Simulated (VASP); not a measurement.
A run of VASP 6.6.1 is set up as follows.

The input INCAR:

```
SYSTEM = Te3As5
PREC = Accurate
ENCUT = 600
EDIFF = 1E-6
ISMEAR = 0
SIGMA = 0.1
LREAL = .False.
LASPH = .True.
NELM = 60
ALGO = Normal
ISIF = 3
LWAVE = .False.
LCHARG = .False.
GGA = PE
IBRION = 2
NSW = 90
EDIFFG = -0.04
```

The input KPOINTS:

```
regular mesh
0
Gamma
  4 4 4
  0 0 0
```

Contents of POSCAR:

```
Te3As5
1.0
    6.0388510700      0.0000000000      0.0000000000
    0.0000000000      6.0388510700      0.0000000000
    0.0000000000      0.0000000000      6.0388510700
Te As
3 5
Direct
    0.5000000000      0.0000000000      0.0000000000
    0.0000000000      0.5000000000      0.0000000000
    0.0000000000      0.0000000000      0.5000000000
    0.0000000000      0.5000000000      0.5000000000
    0.5000000000      0.0000000000      0.5000000000
    0.5000000000      0.5000000000      0.0000000000
    0.0000000000      0.0000000000      0.0000000000
    0.5000000000      0.5000000000      0.5000000000
```

Potentials or basis: VASP PAW PBE potentials, release 64 (Te, As).

Command:

```console
$ cat potpaw_PBE.64/Te/POTCAR potpaw_PBE.64/As/POTCAR > POTCAR
$ mpirun -np 1 vasp_std > vasp.out
```

(1) Estimate the relaxed volume.

(2) What does it give for the space group after relaxing (to 0.05 Å)?

(3) What does it give for the relaxed cell?

Results:

(1) 24.73 Å³/atom.

(2) Pm-3m (No. 221).

(3) a = 5.827 Å, b = 5.827 Å, c = 5.827 Å, α = 90.00°, β = 90.00°, γ = 90.00°.
